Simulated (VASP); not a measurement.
Input of a VASP 6.6.1 run:

The input INCAR:

```
SYSTEM = Ca
ALGO = Normal
EDIFF = 1E-6
ENCUT = 520
GGA = CA
ISIF = 2
ISMEAR = 0
LASPH = .TRUE.
LCHARG = .TRUE.
LELF = .TRUE.
LREAL = .FALSE.
LVHAR = .TRUE.
LWAVE = .FALSE.
NBANDS = 11
NELM = 60
PREC = Accurate
SIGMA = 0.15
```

KPOINTS

```
k-points
0
G
  14 14 14
  0 0 0
```

POSCAR

```
Ca
1.0
    0.0000000000      2.7942000000      2.5706640000
    2.7942000000      0.0000000000      2.5706640000
    2.7942000000      2.7942000000      0.0000000000
Ca
1
Direct
    0.0000000000      0.0000000000      0.0000000000
```

Potentials or basis: VASP PAW LDA potentials, release 64 (Ca_sv).

Launch:

```bash
$ cat potpaw_LDA.64/Ca_sv/POTCAR > POTCAR
$ mpirun -np 1 vasp_std > vasp.out
```

Problem. Estimate the pressure.

Solution. -1.0 GPa.

Problem. Estimate the band gap on the k mesh.

Solution. Zero (band 5 reaches 2.13 eV, above the bottom of band 6 at 1.93 eV).

Stress tensor (GPa, compression positive):
```
-1.10  0.00  0.00
 0.00 -1.10  0.00
 0.00  0.00 -0.73
```

Caveat: the cell differs from its parent crystal (strain +0.000 along x and y, -0.080 along z).
